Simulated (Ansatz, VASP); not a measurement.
# One calculation of WSe2, two programs

File INCAR:

```
SYSTEM = WSe2
ALGO = Normal
EDIFF = 1E-6
ENCUT = 520
GGA = PS
ISIF = 2
ISMEAR = 0
LASPH = .True.
LCHARG = .True.
LELF = .True.
LREAL = .False.
LVHAR = .True.
LWAVE = .False.
NBANDS = 49
NELM = 80
PREC = Accurate
SIGMA = 0.05
```

The input KPOINTS:

```
k-points
0
Gamma
  12 12 1
  0 0 0
```

Contents of POSCAR:

```
WSe2
1.0
    3.2709028599      0.0000000000      0.0000000000
   -1.6354514299      2.8326849700      0.0000000000
    0.0000000000      0.0000000000     29.1847504091
W Se
3 6
Direct
    0.6666666667      0.3333333333      0.0000000000
    0.3333333333      0.6666666667      0.7734641576
    0.3333333333      0.6666666667      0.2265358424
    0.3333333333      0.6666666667      0.0573689705
    0.6155177124      0.2958897001      0.8308403050
    0.6666666667      0.3333333333      0.2838341585
    0.3333333333      0.6666666667      0.9426310295
    0.6666666667      0.3333333333      0.7161658415
    0.6666666667      0.3333333333      0.1691596950
```

Input for Ansatz:

```yaml
crystal:
  lattice:
    - [3.2709028599, 0.0, 0.0]
    - [-1.6354514299, 2.83268497, 0.0]
    - [0.0, 0.0, 29.1847504091]
  atoms:
    - { symbol: W, position: [0.6666666667, 0.3333333333, 0.0] }
    - { symbol: W, position: [0.3333333333, 0.6666666667, 0.7734641576] }
    - { symbol: W, position: [0.3333333333, 0.6666666667, 0.2265358424] }
    - { symbol: Se, position: [0.3333333333, 0.6666666667, 0.0573689705] }
    - { symbol: Se, position: [0.6155177124, 0.2958897001, 0.830840305] }
    - { symbol: Se, position: [0.6666666667, 0.3333333333, 0.2838341585] }
    - { symbol: Se, position: [0.3333333333, 0.6666666667, 0.9426310295] }
    - { symbol: Se, position: [0.6666666667, 0.3333333333, 0.7161658415] }
    - { symbol: Se, position: [0.6666666667, 0.3333333333, 0.169159695] }
basis:
  ecutwfc: 420
kpoints:
  mp_grid: { grid: [12, 12, 1] }
hamiltonian:
  xc: pbesol
scf:
  occupations: { method: gaussian, width: 0.05 }
output:
  forces: true
  stress: true
  eigenvalues: true
```

Alike in both runs: task single point; functional PBEsol; k mesh 12 × 12 × 1; occupations gaussian, width 0.05 eV; no spin polarisation.

|  | VASP | Ansatz |
| --- | --- | --- |
| version | VASP 6.6.1 | Ansatz 0.2.0 |
| potentials or method | VASP PAW PBE potentials, release 64 (W_sv, Se), cutoff 520 eV | scalar-relativistic, plane waves, PAW |
| valence electrons in the cell | 78 | 138 |

Ansatz gave:

| Item | Value |
| --- | --- |
| gap on the k mesh at the Fermi level (eV) | 1.22 |
| least direct gap on the mesh (eV) | 1.62 |
| rms of the force components (eV/Å) | 0.358 |

Task: What did VASP give for the same quantities?

Result: gap on the k mesh at the Fermi level (eV): 1.22; least direct gap on the mesh (eV): 1.62; rms of the force components (eV/Å): 0.363.

VASP's potentials were made for PBE, not for PBEsol. Atom by atom the forces differ by 0.029 eV/Å (rms over components). VASP's potentials hold 78 valence electrons a cell and Ansatz's 138, so a difference there can come from the potentials and not from the codes.

Neither program's run includes spin-orbit coupling.
